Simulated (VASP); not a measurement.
The system is Au.

```xyz
1
Lattice="0.0000 1.8128 1.8128 1.8128 0.0000 1.8128 1.8128 1.8128 0.0000" Properties=species:S:1:pos:R:3 pbc="T T T"
Au    0.0000    0.0000    0.0000
```

This cell differs from its parent crystal: volume scaled by 0.7.

Base run:

| Item | Value |
| --- | --- |
| Program | VASP 6.6.1 |
| Functional | PBEsol |
| Potentials or basis | VASP PAW PBE potentials, release 64 (Au) |
| Cutoff | 520 eV |
| k mesh | 16 × 16 × 16 |
| Occupations | fermi-dirac, width 0.05 eV |
| Spin | no spin polarisation |

Its results: pressure 169.3 GPa.

Q: The run is repeated on the same cell with these changes: dispersion from none to D4. What comes out?

A: Pressure 163.0 GPa.

Dispersion adds attraction, which lowers the pressure at fixed volume and, as a term added to the energy, leaves the levels alone.

Caveats: the PAW data sets were made with another functional, which shifts forces and pressure a little; spin-orbit coupling is left out, which moves the levels of the heavy elements; pairwise dispersion overbinds metals, which lowers pressure and volume (some runs).
